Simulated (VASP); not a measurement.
Write the native input for VASP 6.6.1 that does the following.

- Task: single point
- Functional: r2SCAN
- Potentials or basis: VASP PAW PBE potentials, release 64 (Cd_sv_GW, F)
- Cutoff: 770 eV
- k mesh: 5 × 5 × 3
- Occupations: gaussian, width 0.01 eV
- Spin: no spin polarisation
- Dipole correction: no
- Further INCAR settings: ALGO = Normal; EDIFF = 1e-06; NBANDS = 24

The system is CdF2.

```
Cd F
1.0
     3.48806    0.00000    0.00000
    -1.74403    3.02075    0.00000
     0.00000    0.00000    3.39668
Cd F
1 2
Cartesian
  0.0000 0.0000 0.0000
  0.0000 2.0138 0.9187
  1.7440 1.0069 2.4779
```

The input as run:

POSCAR

```
CdF2
1.0
    3.4880561284      0.0000000000      0.0000000000
   -1.7440280642      3.0207452170      0.0000000000
    0.0000000000      0.0000000000      3.3966833836
Cd F
1 2
Direct
    0.0000000000      0.0000000000      0.0000000000
    0.3333333333      0.6666666667      0.2704834819
    0.6666666667      0.3333333333      0.7295165181
```

INCAR.step1

```
PREC = Accurate ; ENCUT = 770
ISMEAR = 0 ; SIGMA = 0.01
LREAL = F ; LASPH = T
NELM = 120 ; NBANDS = 24
GGA = PE ; ALGO = Normal
EDIFF = 1E-5 ; LWAVE = T
LCHARG = F ; GGA_COMPAT = F
```

INCAR.step2

```
PREC = Accurate ; ENCUT = 770
EDIFF = 1E-6 ; ISMEAR = 0
SIGMA = 0.01 ; LREAL = F
LASPH = T ; NELM = 120
ALGO = Normal ; ISIF = 2
LWAVE = F ; LCHARG = F
METAGGA = R2SCAN ; LMIXTAU = T
NBANDS = 24 ; ISTART = 1
GGA_COMPAT = F
```

KPOINTS

```
Automatic mesh
0
Gamma
  5 5 3
```

Potentials or basis: VASP PAW PBE potentials, release 64 (Cd_sv_GW, F).

The run is started by

```bash
$ cat potpaw_PBE.64/Cd_sv_GW/POTCAR potpaw_PBE.64/F/POTCAR > POTCAR
$ cp INCAR.step1 INCAR
$ mpirun -np 1 vasp_std > vasp.out
$ cp INCAR.step2 INCAR
$ mpirun -np 1 vasp_std > vasp.out
```

It gave:

- Pressure: 9.6 GPa
- Largest force: 0.003 eV/Å
- Band gap on the k mesh: 3.40 eV (least direct gap 3.97 eV)

Caveat: the k points lie up to 0.62 Å⁻¹ apart; the PAW data sets were made with another functional, which shifts forces and pressure a little.

Wall time 56 s on 1 thread of Intel(R) Xeon(R) Platinum 8259CL CPU @ 2.50GHz (Skylake/Cascade Lake), on a shared host, peak memory 0.2 GiB.
